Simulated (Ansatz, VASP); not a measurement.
## BaY3Si in VASP and in Ansatz

INCAR

```
  PREC = Accurate
  ENCUT = 520
  EDIFF = 1E-6
  ISMEAR = 0
  SIGMA = 0.1
  LREAL = F
  LASPH = T
  NELM = 60
  ALGO = Normal
  ISIF = 2
  LWAVE = F
  LCHARG = F
  GGA = PE
  NBANDS = 32
```

File KPOINTS:

```
regular mesh
0
Gamma
  3 3 3
```

The input POSCAR:

```
BaY3Si
1.0
    3.5569915300      2.0536300200      3.4808430800
   -3.5569915300      2.0536300200      3.4808430800
    0.0000000000     -4.1072600400      3.4808430800
Ba Y Si
1 3 1
Direct
    0.0000000000      0.0000000000      0.0000000000
    0.5000000000      0.5000000000      0.0000000000
    0.0000000000      0.5000000000      0.5000000000
    0.5000000000      0.0000000000      0.5000000000
    0.5000000000      0.5000000000      0.5000000000
```

Input for Ansatz:

```yaml
crystal:
  lattice:
    - [3.55699153, 2.05363002, 3.48084308]
    - [-3.55699153, 2.05363002, 3.48084308]
    - [0.0, -4.10726004, 3.48084308]
  atoms:
    - { symbol: Ba, position: [0.0, 0.0, 0.0] }
    - { symbol: "Y", position: [0.5, 0.5, 0.0] }
    - { symbol: "Y", position: [0.0, 0.5, 0.5] }
    - { symbol: "Y", position: [0.5, 0.0, 0.5] }
    - { symbol: Si, position: [0.5, 0.5, 0.5] }
basis:
  ecutwfc: 420
kpoints:
  mp_grid: { grid: [3, 3, 3] }
hamiltonian:
  xc: pbe
scf:
  occupations: { method: gaussian, width: 0.1 }
  lower_state_search: "off"
output:
  forces: true
  stress: true
  eigenvalues: true
```

Alike in both runs: task single point; functional PBE; k mesh 3 × 3 × 3; occupations gaussian, width 0.1 eV; no spin polarisation.

```csv
,VASP,Ansatz
version,VASP 6.6.1,Ansatz 0.2.0
potentials or method,"VASP PAW PBE potentials, release 64 (Ba_sv, Y_sv, Si), cutoff 520 eV","scalar-relativistic, plane waves, PAW"
valence electrons in the cell,47,47
```

VASP gave:

```
gap on the k mesh at the Fermi level (eV)                     : none
pressure (GPa)                                                : 7.2
traceless stress, the component that is largest in VASP (GPa) : -3.22
```

Question: What did Ansatz give for the same quantities?

Answer: gap on the k mesh at the Fermi level (eV): none; pressure (GPa): 7.1; traceless stress, the component that is largest in VASP (GPa): -3.18.

A gap of «none» marks a metal or a gap that the smearing closes. With one functional, cell and mesh, what is left measures potentials, basis and numerics.

The k mesh is coarse, so the values compare programs but aren't converged. Neither program's run includes spin-orbit coupling.
